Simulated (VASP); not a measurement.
# Pt (R-3m) in VASP: further runs, part 3 of 3

VASP 6.6.1. Earlier steps stand in the parts before.

## (4) Single point, PBEsol (15.20 Å³/atom)

This run uses another cell than the first one, of 15.20 Å³/atom.

Contents of INCAR:

```
PREC     = Accurate       # precision mode
ENCUT    = 520            # plane-wave cutoff, eV
EDIFF    = 1E-6           # SCF threshold, eV
ISMEAR   = 0              # smearing method
SIGMA    = 0.15           # smearing width, eV
LREAL    = F              # projectors in reciprocal space
LASPH    = T              # aspherical terms in the spheres
NELM     = 60             # most SCF steps
ALGO     = Fast           # electronic algorithm
ISIF     = 2              # what is computed and relaxed
LWAVE    = F              # write WAVECAR
LCHARG   = T              # write CHGCAR
GGA      = PS             # functional
LELF     = T              # ELF
LVHAR    = T            
NBANDS   = 11             # bands
```

Contents of KPOINTS:

```
regular mesh
0
Gamma
  22 22 22
```

Contents of POSCAR:

```
Pt
1.0
   -1.1452016237      1.5890640915      1.5890640915
    1.5890640915     -1.1452016237      1.5890640915
    1.5890640915      1.5890640915     -1.1452016237
Pt
1
Direct
    0.0000000000      0.0000000000      0.0000000000
```

Potentials or basis: VASP PAW PBE potentials, release 64 (Pt).

On the command line:

```bash
> cat potpaw_PBE.64/Pt/POTCAR > POTCAR
> mpirun -np 1 vasp_std > vasp.out
```

OUTCAR:

```text
PREC = Accurate
   ENCUT = 520
   EDIFF = 1E-6
   ISMEAR = 0
   LREAL = F
   LASPH = T
   NELM = 60
   ISIF = 2
   GGA = PS

 ion  position               nearest neighbor table
   1  0.000  0.000  0.000-

  LATTYP: Found a trigonal (rhomboedric) cell.
 ALAT       =     2.5222482298
 COS(alpha) =    -0.1751837620

  Lattice vectors:

 A1 = (  -1.1452016237,   1.5890640915,   1.5890640915)
 A2 = (   1.5890640915,  -1.1452016237,   1.5890640915)
 A3 = (   1.5890640915,   1.5890640915,  -1.1452016237)

Analysis of symmetry for initial positions (statically):
=====================================================================
 Subroutine PRICEL returns:
 Original cell was already a primitive cell.

 Routine SETGRP: Setting up the symmetry group for a
 trigonal (rhombohedral) supercell.

 Subroutine GETGRP returns: Found 12 space group operations
 (whereof 12 operations were pure point group operations)
 out of a pool of 12 trial point group operations.

[... 167 lines left out ...]
 fundamental gap:      0.0013242479
 Fermi energy:        10.7616065121

 k-point     1 :       0.0000    0.0000    0.0000
  band No.  band energies     occupation
      1       0.8050      2.00000
      2       4.5686      2.00000
      3       4.5686      2.00000
      4      10.3239      1.99996
      5      10.9632      0.05738
      6      10.9632      0.05738
      7      26.1951      0.00000
      8      26.1951      0.00000
      9      30.8896      0.00000
     10      33.5618      0.00000
     11      36.2547      0.00000
[... 309 lines left out ...]
 k-point    24 :      -0.4545    0.0455    0.0000
  band No.  band energies     occupation
      1       3.6663      2.00000
      2       4.7757      2.00000
      3       8.4196      2.00000
      4       9.5512      2.00000
      5      10.4816      1.99171
      6      11.0793      0.00275
      7      16.9403      0.00000
      8      26.7805      0.00000
      9      30.0068      0.00000
     10      32.9185      0.00000
     11      37.7288      0.00000

 [... further k-points ...]

------------------------ aborting loop because EDIFF is reached ----------------------------------------

  FORCE on cell =-STRESS in cart. coord.  units (eV):
  Direction    XX          YY          ZZ          XY          YZ          ZX
  --------------------------------------------------------------------------------------
  -------------------------------------------------------------------------------------
  Total        2.7486489      2.7486489      2.7486489     -0.4577788     -0.4577788     -0.4577788
  in kB      289.7521884    289.7521884    289.7521884    -48.2573133    -48.2573133    -48.2573133
  external PRESSURE =     289.7521884 kB  Pullay stress =       0.0000000 kB

 VOLUME and BASIS-vectors are now :
 -----------------------------------------------------------------------------
  energy-cutoff  :      520.00
  volume of cell :       15.20
      direct lattice vectors                 reciprocal lattice vectors
    -1.145201624  1.589064092  1.589064092    -0.079852040  0.285876863  0.285876863
     1.589064092 -1.145201624  1.589064092     0.285876863 -0.079852040  0.285876863
     1.589064092  1.589064092 -1.145201624     0.285876863  0.285876863 -0.079852040

 POSITION                                       TOTAL-FORCE (eV/Angst)
 -----------------------------------------------------------------------------------
      0.00000      0.00000      0.00000        -0.000000      0.000000      0.000000
 -----------------------------------------------------------------------------------
    total drift:                                0.000000     -0.000000     -0.000000

  FREE ENERGIE OF THE ION-ELECTRON SYSTEM (eV)
  ---------------------------------------------------
  free  energy   TOTEN  =        -6.2984437694 eV

  energy  without entropy=       -6.2814409758  energy(sigma->0) =       -6.28994237
```

OSZICAR:

```text
N       E                     dE             d eps       ncg     rms          rms(c)
DAV:   1     0.397629147932E+02    0.39763E+02   -0.53706E+03 22920   0.845E+02
DAV:   2    -0.606152741649E+01   -0.45824E+02   -0.44035E+02 25642   0.178E+02
DAV:   3    -0.666360032421E+01   -0.60207E+00   -0.59866E+00 26539   0.195E+01
DAV:   4    -0.666614513938E+01   -0.25448E-02   -0.25446E-02 25752   0.147E+00
DAV:   5    -0.666616661094E+01   -0.21472E-04   -0.21471E-04 26632   0.125E-01    0.144E+01
RMM:   6    -0.634432449411E+01    0.32184E+00   -0.28251E-01 22678   0.450E+00    0.765E+00
RMM:   7    -0.630269387468E+01    0.41631E-01   -0.61317E-02 23654   0.224E+00    0.250E+00
RMM:   8    -0.629856116229E+01    0.41327E-02   -0.89579E-03 24404   0.882E-01    0.440E-01
RMM:   9    -0.629842788411E+01    0.13328E-03   -0.81230E-04 26595   0.238E-01    0.735E-02
RMM:  10    -0.629844286667E+01   -0.14983E-04   -0.14494E-04 26806   0.897E-02    0.751E-02
RMM:  11    -0.629846213248E+01   -0.19266E-04   -0.50228E-05 26019   0.537E-02    0.657E-02
RMM:  12    -0.629844354095E+01    0.18592E-04   -0.35830E-05 24539   0.502E-02    0.780E-03
RMM:  13    -0.629844376938E+01   -0.22843E-06   -0.30147E-06 22096   0.121E-02
   1 F= -.62984438E+01 E0= -.62899424E+01  d E =-.170028E-01
```

stdout:

```text
POSCAR found type information on POSCAR Pt
 POSCAR found :  1 types and       1 ions
 scaLAPACK will be used
 -----------------------------------------------------------------------------
|                                                                             |
|                                                                             |
|     You enforced a specific xc type in the INCAR file but a different       |
|     I HOPE YOU KNOW WHAT YOU ARE DOING!                                     |
|                                                                             |
 -----------------------------------------------------------------------------

 LDA part: xc-table for (Slater+PW92), standard interpolation
 POSCAR, INCAR and KPOINTS ok, starting setup
 FFT: planning ... GRIDC
 FFT: planning ... GRID_SOFT
 FFT: planning ... GRID
 WAVECAR not read
 entering main loop
```

Run time: 54 s. Hardware: 1 thread of Intel Xeon 6975P-C (Granite Rapids), shared host; peak memory 0.27 GiB.

Results:

```yaml
Free_energy: -6.2984 eV
Pressure: 29.0 GPa
Band_gap_on_the_k_mesh: zero (bands 5 and 6 overlap by 3.29 eV)
```

Caveat: the cell stands under pressure; the PAW data sets were made with another functional, which shifts forces and pressure a little; spin-orbit coupling is left out, which moves the levels of the heavy elements.

## (5) Single point, PBEsol (15.20 Å³/atom)

This run uses another cell than the first one, of 15.20 Å³/atom.

Contents of INCAR:

```
SYSTEM = Pt
ALGO = Fast
EDIFF = 1E-6
ENCUT = 520
GGA = PS
ISIF = 2
ISMEAR = 0
LASPH = .True.
LCHARG = .False.
LREAL = .False.
LWAVE = .False.
NBANDS = 11
NELM = 80
PREC = Accurate
SIGMA = 0.15
```

Contents of KPOINTS:

```
k-points
0
Gamma
  22 22 22
  0 0 0
```

Contents of POSCAR:

```
Pt
1.0
   -0.7142381745      1.6813284009      1.6813284009
    1.6813284009     -0.7142381745      1.6813284009
    1.6813284009      1.6813284009     -0.7142381745
Pt
1
Direct
    0.0000000000      0.0000000000      0.0000000000
```

On the command line:

```bash
> cat potpaw_PBE.64/Pt/POTCAR > POTCAR
> mpirun -np 1 vasp_std > vasp.out
```

Run time: 55 s. Hardware: 1 thread of Intel Xeon 6975P-C (Granite Rapids), shared host; peak memory 0.27 GiB.

It converged, with:

* Free energy: -6.2093 eV
* Pressure: 38.3 GPa
* Band gap on the k mesh: zero (bands 5 and 6 overlap by 4.53 eV)

Stress tensor (GPa, compression positive):
```
38.28  0.50  0.50
 0.50 38.28  0.50
 0.50  0.50 38.28
```

Levels at points of the mesh, in eV from the Fermi level:
| k point | band 2 | band 3 | band 4 | band 5 | band 6 | band 7 | band 8 | band 9 |
| --- | --- | --- | --- | --- | --- | --- | --- | --- |
| (0.00, 0.00, 0.00) | -7.12 | -7.12 | 0.38 | 0.38 | 0.49 | 15.34 | 16.51 | 16.51 |
| (0.50, 0.00, 0.00) | -6.44 | -2.37 | -2.15 | -1.31 | 0.68 | 5.64 | 16.45 | 19.70 |
| (0.50, 0.50, 0.00) | -5.88 | -1.85 | -1.64 | 2.57 | 3.75 | 5.35 | 11.52 | 14.99 |
| (0.50, 0.50, 0.50) | -5.97 | -5.97 | 2.73 | 2.73 | 8.29 | 10.40 | 12.16 | 12.16 |

Caveat: the cell stands under pressure; the PAW data sets were made with another functional, which shifts forces and pressure a little; spin-orbit coupling is left out, which moves the levels of the heavy elements.

## (6) Overview

```csv
cell,further INCAR settings,gap on the mesh (eV),pressure (GPa)
"a = 2.562 Å, angles 105.4°, 1 atom",ALGO = Fast; EDIFF = 1e-06; NBANDS = 11,none,25.6
"a = 2.990 Å, angles 114.8°, 1 atom",ALGO = Fast; EDIFF = 1e-07; NBANDS = 11,none,86.9
"a = 2.522 Å, angles 100.1°, 1 atom",ALGO = Fast; EDIFF = 1e-06; NBANDS = 11,none,29.0
"a = 2.483 Å, angles 86.0°, 1 atom",ALGO = Fast; EDIFF = 1e-06; NBANDS = 11,none,38.3
```

Alike in all rows: task single point; level PBEsol; potentials or basis VASP PAW PBE potentials, release 64 (Pt); no spin polarisation; k mesh 22 × 22 × 22; cutoff (eV) 520; smearing gaussian 0.15 eV.

Caveats: the cell stands under pressure; the PAW data sets were made with another functional, which shifts forces and pressure a little; spin-orbit coupling is left out, which moves the levels of the heavy elements.

Total energies depend on the potentials used, so only differences within one code and one set of settings carry meaning.
